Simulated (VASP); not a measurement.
# InPd (Pmma) in VASP: relaxation of cell and atoms with PBE

Aim: the relaxation of cell and atoms of InPd with PBE.

Everything below comes from runs of VASP 6.6.1. Logs are shortened: lines on timing, memory, paths and dates and some standing lists are left out, and cuts for length are marked.

## Step 1: The cell of the first run

The structure is orthorhombic, space group Pmma (No. 51). The conventional cell has a = 4.702 Å, b = 3.112 Å, c = 4.801 Å, α = 90.00°, β = 90.00°, γ = 90.00°. In (site symmetry mm2) has 8 Pd at 2.86 to 2.88 Å and 6 In at 2.96 to 3.82 Å within 3.9 Å. Pd (site symmetry mm2) has 8 In at 2.86 to 2.88 Å and 6 Pd at 2.96 to 3.81 Å within 3.9 Å.

## Step 2: Relaxation of cell and atoms, PBE

Input file INCAR:

```
ALGO = Normal
EDIFF = 1E-7
EDIFFG = -0.04
ENCUT = 500
GGA = PE
GGA_COMPAT = False
IBRION = 2
ISIF = 3
ISMEAR = 0
LASPH = True
LCHARG = False
LREAL = False
LWAVE = False
NELM = 120
NELMIN = 4
NSW = 90
PREC = Accurate
SIGMA = 0.1
```

Input file KPOINTS:

```
k-points
0
Gamma
  4 6 4
```

Input file POSCAR:

```
InPd
1.0
    4.7020969361      0.0000000000      0.0000000000
    0.0000000000      3.1116817959      0.0000000000
    0.0000000000      0.0000000000      4.8008804852
In Pd
2 2
Direct
    0.7500000000      0.0000000000      0.6870000000
    0.2500000000      0.0000000000      0.3130000000
    0.7500000000      0.5000000000      0.1880000000
    0.2500000000      0.5000000000      0.8120000000
```

Potentials or basis: VASP PAW PBE potentials, release 64 (In_d, Pd).

Started as:

```bash
$ cat potpaw_PBE.64/In_d/POTCAR potpaw_PBE.64/Pd/POTCAR > POTCAR
$ mpirun -np 1 vasp_std > vasp.out
```

OUTCAR:

```text
EDIFF = 1E-7
   EDIFFG = -0.04
   ENCUT = 500
   GGA = PE
   IBRION = 2
   ISIF = 3
   ISMEAR = 0
   LASPH = True
   LREAL = False
   NELM = 120
   NELMIN = 4
   NSW = 90
   PREC = Accurate

 ion  position               nearest neighbor table
   1  0.750  0.000  0.687-   3 2.86   3 2.86   3 2.86   3 2.86   4 2.88   4 2.88   4 2.88   4 2.88
                             2 2.96   2 2.96   2 3.82   2 3.82
   2  0.250  0.000  0.313-   4 2.86   4 2.86   4 2.86   4 2.86   3 2.88   3 2.88   3 2.88   3 2.88
                             1 2.96   1 2.96   1 3.82   1 3.82
   3  0.750  0.500  0.188-   1 2.86   1 2.86   1 2.86   1 2.86   2 2.88   2 2.88   2 2.88   2 2.88
                             4 2.96   4 2.96
   4  0.250  0.500  0.812-   2 2.86   2 2.86   2 2.86   2 2.86   1 2.88   1 2.88   1 2.88   1 2.88
                             3 2.96   3 2.96

  LATTYP: Found a simple orthorhombic cell.
 ALAT       =     3.1116817959
 B/A-ratio  =     1.5111111111
 C/A-ratio  =     1.5428571429

  Lattice vectors:

 A1 = (   0.0000000000,  -3.1116817959,   0.0000000000)
 A2 = (   4.7020969361,   0.0000000000,   0.0000000000)
 A3 = (   0.0000000000,   0.0000000000,   4.8008804852)

Analysis of symmetry for initial positions (statically):
=====================================================================
 Subroutine PRICEL returns:
 Original cell was already a primitive cell.

 Routine SETGRP: Setting up the symmetry group for a
 simple orthorhombic supercell.

 Subroutine GETGRP returns: Found  8 space group operations
 (whereof  4 operations were pure point group operations)
 out of a pool of  8 trial point group operations.

The static configuration has the point symmetry C_2h.
 The point group associated with its full space group is D_2h.

Analysis of symmetry for dynamics (positions and initial velocities):
=====================================================================
 Subroutine PRICEL returns:
 Original cell was already a primitive cell.

 Routine SETGRP: Setting up the symmetry group for a
 simple orthorhombic supercell.

 Subroutine GETGRP returns: Found  8 space group operations
 (whereof  4 operations were pure point group operations)
 out of a pool of  8 trial point group operations.

The dynamic configuration has the point symmetry C_2h.
 The point group associated with its full space group is D_2h.

 Subroutine INISYM returns: Found  8 space group operations
 (whereof  4 operations are pure point group operations),
 and found     1 'primitive' translations

----------------------------------------------------------------------------------------

                                     Primitive cell

  volume of cell :      70.2437

  direct lattice vectors                    reciprocal lattice vectors
     4.702096936  0.000000000  0.000000000     0.212671073  0.000000000  0.000000000
     0.000000000  3.111681796  0.000000000     0.000000000  0.321369621  0.000000000
     0.000000000  0.000000000  4.800880485     0.000000000  0.000000000  0.208295125

  length of vectors
     4.702096936  3.111681796  4.800880485     0.212671073  0.321369621  0.208295125

  position of ions in fractional coordinates (direct lattice)
     0.750000000  0.000000000  0.687000000
     0.250000000  0.000000000  0.313000000
     0.750000000  0.500000000  0.188000000
     0.250000000  0.500000000  0.812000000

  ion indices of the primitive-cell ions
   primitive index   ion index
                 1           1
                 2           2
                 3           3
                 4           4

----------------------------------------------------------------------------------------

 KPOINTS: k-points

Automatic generation of k-mesh.
 Grid dimensions read from file:
 generate k-points for:    4    6    4

 Generating k-lattice:

  Cartesian coordinates                     Fractional coordinates (reciprocal lattice)
     0.053167768  0.000000000  0.000000000     0.250000000  0.000000000  0.000000000
     0.000000000  0.053561604  0.000000000     0.000000000  0.166666667  0.000000000
     0.000000000  0.000000000  0.052073781     0.000000000  0.000000000  0.250000000

  Length of vectors
     0.053167768  0.053561604  0.052073781

  Shift w.r.t. Gamma in fractional coordinates (k-lattice)
     0.000000000  0.000000000  0.000000000

 Subroutine IBZKPT returns following result:
 ===========================================

 Found     36 irreducible k-points:

 Following reciprocal coordinates:
            Coordinates               Weight
  0.000000  0.000000  0.000000      1.000000
  0.250000  0.000000  0.000000      2.000000
  0.500000  0.000000  0.000000      1.000000
  0.000000  0.166667  0.000000      2.000000
  0.250000  0.166667  0.000000      4.000000
  0.500000  0.166667  0.000000      2.000000
[... 16 lines left out ...]
  0.250000  0.500000  0.250000      4.000000
  0.500000  0.500000  0.250000      2.000000
 [... further k-points ...]
   k-points           NKPTS =     36   k-points in BZ     NKDIM =     36   number of bands    NBANDS=     27
   number of dos      NEDOS =    301   number of ions     NIONS =      4
   total plane-waves  NPLWV =  31104
   dimension x,y,z NGX =    36 NGY =   24 NGZ =   36
   dimension x,y,z NGXF=    72 NGYF=   48 NGZF=   72
   ions per type =               2   2
   NGX,Y,Z   is equivalent  to a cutoff of  12.73, 12.82, 12.47 a.u.
   NGXF,Y,Z  is equivalent  to a cutoff of  25.46, 25.64, 24.93 a.u.
 SYSTEM =  unknown system
   PREC   = accura    normal or accurate (medium, high low for compatibility)
   ISTART =      0    job   : 0-new  1-cont  2-samecut
   ICHARG =      2    charge: 1-file 2-atom 10-const
   ISPIN  =      1    spin polarized calculation?
   LNONCOLLINEAR =      F non collinear calculations
   LSORBIT =      F    spin-orbit coupling
   LASPH  =      T    aspherical Exc in radial PAW
   ENCUT  =  500.0 eV  36.75 Ry    6.06 a.u.   8.57  5.67  8.75*2*pi/ulx,y,z
   NELM   =    120;   NELMIN=  4; NELMDL= -5     # of ELM steps
   EDIFF  = 0.1E-06   stopping-criterion for ELM
   LREAL  =      F    real-space projection
   EDIFFG = -.4E-01   stopping-criterion for IOM
   NSW    =     90    number of steps for IOM
   IBRION =      2    ionic relax: 0-MD 1-quasi-New 2-CG
   NFREE  =      1    steps in history (QN), initial steepest desc. (CG)
   ISIF   =      3    stress and relaxation
   ISYM   =      2    0-nonsym 1-usesym 2-fastsym
   POTIM  = 0.5000    time-step for ionic-motion
   TEBEG  =    0.0;   TEEND  =   0.0 temperature during run
   PSTRESS=    0.0 pullay stress
   NELECT =      46.0000    total number of electrons
   NUPDOWN=      -1.0000    fix difference up-down
   EMIN   =  10.00;   EMAX   =-10.00  energy-range for DOS
   EFERMI =   0.00;   METHOD = LEGACY
   ISMEAR =     0;   SIGMA  =   0.10  broadening in eV -4-tet -1-fermi 0-gaus
   EFERMI_NEDOS =   21; number of points for ismear=-14 and -15
   IALGO  =     38    algorithm
   IMIX   =      4    mixing-type and parameters
     AMIX     =   0.40;   BMIX     =  1.00
     AMIX_MAG =   1.60;   BMIX_MAG =  1.00
  volume/ion in A,a.u.               =      17.56       118.51
  Fermi-wavevector in a.u.,A,eV,Ry     =   1.421646  2.686522 27.498438  2.021078
  Thomas-Fermi vector in A             =   2.542434
   LORBIT       =      0    0 simple, 1 ext, 2 COOP (PROOUT), +10 PAW based schemes
   GGA     = PE    functional components
   LHFCALC =     F    Hartree Fock is set to
   AEXX    =    0.0000 exact exchange contribution
   IVDW    =     0    specifies the selected vdW correction
   LEPSILON=     F    determine dielectric tensor
   LRPA    =     F    only Hartree local field effects (RPA)
 conjugate gradient relaxation of ions
 non-spin polarized calculation
 Gauss-broadening in eV      SIGMA  =   0.10
  energy-cutoff  :      500.00
  volume of cell :       70.24
 maximum number of plane-waves:      1819
 NGX is ok and might be reduce to    36
   NGX = 17   NGY = 11   NGZ = 17

--------------------------------------- Ionic step        1  -------------------------------------------

 number of electron      45.9999997 magnetization

 Free energy of the ion-electron system (eV)
  ---------------------------------------------------
  ext. energy  EPLUGINS =         0.00000000
  ---------------------------------------------------
  free energy    TOTEN  =       -17.23785969 eV

  energy without entropy =      -17.23095278  energy(sigma->0) =      -17.23440623

------------------------ aborting loop because EDIFF is reached ----------------------------------------

  FORCE on cell =-STRESS in cart. coord.  units (eV):
  Direction    XX          YY          ZZ          XY          YZ          ZX
  --------------------------------------------------------------------------------------
  -------------------------------------------------------------------------------------
  Total        1.9074502      0.7705629      2.0322114      0.0000000      0.0000000      0.0000000
  in kB       43.5066989     17.5756352     46.3523570      0.0000000      0.0000000      0.0000000
  external PRESSURE =      35.8115637 kB  Pullay stress =       0.0000000 kB
[... 95 lines left out ...]
  FREE ENERGIE OF THE ION-ELECTRON SYSTEM (eV)
  ---------------------------------------------------
  free  energy   TOTEN  =       -17.3102274177 eV

  energy  without entropy=      -17.3011373821  energy(sigma->0) =      -17.30568240

 E-fermi :   9.9010     XC(G=0): -11.9861

 val. band max:        9.8422742908   @ k =   0.2500   0.3333   0.5000
 cond. band min:       9.9206300303   @ k =   0.0000   0.5000   0.0000
 fundamental gap:      0.0783557395
 Fermi energy:         9.9009991138

 k-point     1 :       0.0000    0.0000    0.0000
  band No.  band energies     occupation
      1      -5.1846      2.00000
      2      -5.0585      2.00000
      3      -5.0113      2.00000
      4      -4.9725      2.00000
      5      -4.7568      2.00000
      6      -4.7423      2.00000
[... 709 lines left out ...]
     26      11.8984      0.00000
     27      13.3010      0.00000

 [... further k-points ...]

[... ionic steps 4 to 20 ...]

--------------------------------------- Ionic step       21  -------------------------------------------

 number of electron      46.0000002 magnetization

------------------------ aborting loop because EDIFF is reached ----------------------------------------

  FORCE on cell =-STRESS in cart. coord.  units (eV):
  Direction    XX          YY          ZZ          XY          YZ          ZX
  --------------------------------------------------------------------------------------
  -------------------------------------------------------------------------------------
  Total        0.0799421      0.0659592      0.1281444      0.0000000      0.0000000      0.0000000
  in kB        1.7761525      1.4654808      2.8471085      0.0000000      0.0000000      0.0000000
  external PRESSURE =       2.0295806 kB  Pullay stress =       0.0000000 kB
[... 61 lines left out ...]
  energy  without entropy=      -17.4457908795  energy(sigma->0) =      -17.45118259

--------------------------------------- Ionic step       23  -------------------------------------------

 number of electron      46.0000008 magnetization

 Free energy of the ion-electron system (eV)
  ---------------------------------------------------
  ext. energy  EPLUGINS =         0.00000000
  ---------------------------------------------------
  free energy    TOTEN  =       -17.45710245 eV

  energy without entropy =      -17.44618141  energy(sigma->0) =      -17.45164193

 E-fermi :  10.1367     XC(G=0): -12.0604

 val. band max:       10.0423822389   @ k =   0.2500   0.3333   0.5000
 cond. band min:      10.1472860062   @ k =   0.2500   0.1667   0.0000
 fundamental gap:      0.1049037673
 Fermi energy:        10.1367296411

 k-point     1 :       0.0000    0.0000    0.0000
  band No.  band energies     occupation
      1      -4.9292      2.00000
      2      -4.8261      2.00000
      3      -4.7918      2.00000
      4      -4.7903      2.00000
      5      -4.5778      2.00000
      6      -4.5758      2.00000
[... 709 lines left out ...]
     26      12.1921      0.00000
     27      13.5254      0.00000

 [... further k-points ...]

------------------------ aborting loop because EDIFF is reached ----------------------------------------

  FORCE on cell =-STRESS in cart. coord.  units (eV):
  Direction    XX          YY          ZZ          XY          YZ          ZX
  --------------------------------------------------------------------------------------
  -------------------------------------------------------------------------------------
  Total        0.0729997      0.0348321     -0.0372933      0.0000000      0.0000000     -0.0000000
  in kB        1.6198232      0.7729041     -0.8275169      0.0000000      0.0000000     -0.0000000
  external PRESSURE =       0.5217368 kB  Pullay stress =       0.0000000 kB
[... 19 lines left out ...]
  FREE ENERGIE OF THE ION-ELECTRON SYSTEM (eV)
  ---------------------------------------------------
  free  energy   TOTEN  =       -17.4571024541 eV

  energy  without entropy=      -17.4461814139  energy(sigma->0) =      -17.45164193

 reached required accuracy - stopping structural energy minimisation
```

It took 14 min on 1 thread of Intel Xeon Platinum 8259CL at 2.50GHz (Skylake/Cascade Lake), shared host; peak memory 0.22 GiB.

Results:

```
Free energy                           : -17.4571 eV
Relaxed volume                        : 18.05 Å³/atom
Relaxed cell                          : a = 4.765 Å, b = 3.169 Å, c = 4.782 Å, α = 90.00°, β = 90.00°, γ = 90.00°
Space group after relaxing (to 0.1 Å) : Pmma (No. 51)
Energy gained by relaxing             : 54.8 meV/atom
Ionic steps                           : 23
Pressure after relaxing               : 0.1 GPa
Largest force after relaxing          : 0.028 eV/Å
Band gap on the k mesh                : zero (bands 23 and 24 overlap by 3.25 eV)
```

Forces in eV/Å, atoms in the order of the input:
```
In   0.000  0.000  0.028
In   0.000  0.000 -0.028
Pd   0.000  0.000  0.015
Pd   0.000  0.000 -0.015
```

Stress tensor (GPa, compression positive):
```
 0.16  0.00  0.00
 0.00  0.08  0.00
 0.00  0.00 -0.08
```

Step by step:
| step | energy change (eV) | largest force (eV/Å) | pressure (GPa) | volume (Å³) |
| --- | --- | --- | --- | --- |
| 1 | 0.0000 | 0.9052 | 3.58 | 70.24 |
| 2 | -0.0699 | 0.4993 | -3.00 | 74.31 |
| 3 | -0.0724 | 0.5531 | -2.09 | 73.63 |
| 4 | -0.1209 | 0.2644 | -0.75 | 72.67 |
| 5 | -0.1330 | 0.3686 | 0.56 | 71.95 |
| 6 | -0.1492 | 0.2859 | -0.12 | 72.34 |
| 7 | -0.1647 | 0.1565 | -1.32 | 73.15 |
| 8 | -0.1770 | 0.1374 | -0.04 | 72.30 |
| 9 | -0.1820 | 0.1153 | 1.90 | 71.12 |
| 10 | -0.1863 | 0.0937 | 2.03 | 71.04 |
| 11 | -0.1944 | 0.0970 | 2.45 | 70.79 |
| 12 | -0.1928 | 0.2221 | 3.44 | 70.27 |
| 13 | -0.1966 | 0.1462 | 2.84 | 70.58 |
| 14 | -0.2112 | 0.1482 | 1.08 | 71.57 |
| 15 | -0.2146 | 0.1477 | -0.23 | 72.38 |
| 16 | -0.2156 | 0.1236 | -0.23 | 72.38 |
| 17 | -0.2175 | 0.0516 | -0.21 | 72.37 |
| 18 | -0.2169 | 0.1109 | -0.16 | 72.37 |
| 19 | -0.2180 | 0.0537 | -0.19 | 72.37 |
| 20 | -0.2184 | 0.0511 | 0.08 | 72.19 |
| 21 | -0.2184 | 0.0502 | 0.20 | 72.11 |
| 22 | -0.2187 | 0.0411 | 0.16 | 72.13 |
| 23 | -0.2192 | 0.0281 | 0.05 | 72.20 |

Final structure:
```cif
data_structure
_symmetry_space_group_name_H-M 'P 1'
_symmetry_Int_Tables_number 1
_cell_length_a 4.7647
_cell_length_b 3.1687
_cell_length_c 4.7823
_cell_angle_alpha 90.000
_cell_angle_beta 90.000
_cell_angle_gamma 90.000
_cell_volume 72.20
loop_
_atom_site_label
_atom_site_type_symbol
_atom_site_fract_x
_atom_site_fract_y
_atom_site_fract_z
_atom_site_occupancy
In1 In 0.75000 0.00000 0.74315 1
In2 In 0.25000 0.00000 0.25685 1
Pd1 Pd 0.75000 0.50000 0.24113 1
Pd2 Pd 0.25000 0.50000 0.75887 1
```

Levels at points of the mesh, in eV from the Fermi level:
```tsv
k point	band 21	band 22	band 23	band 24	band 25	band 26
(0.00, 0.00, 0.00)	-2.25	-2.24	-1.89	0.96	1.83	3.51
(0.50, 0.00, 0.00)	-2.41	-2.41	0.71	0.71	1.63	1.63
(0.00, 0.50, 0.00)	-1.62	-0.80	-0.26	3.64	3.67	3.67
(0.50, 0.50, 0.00)	-1.33	-1.33	-0.57	-0.57	3.48	3.48
(0.00, 0.00, 0.50)	-2.45	-2.38	0.69	0.84	1.51	1.77
(0.50, 0.00, 0.50)	-2.30	-2.30	-1.40	-1.40	8.54	8.54
(0.00, 0.50, 0.50)	-1.41	-1.27	-0.61	-0.52	3.50	3.52
(0.50, 0.50, 0.50)	-2.02	-2.02	-1.70	-1.70	1.30	1.30
```

Caveat: spin-orbit coupling is left out, which moves the levels of the heavy elements.
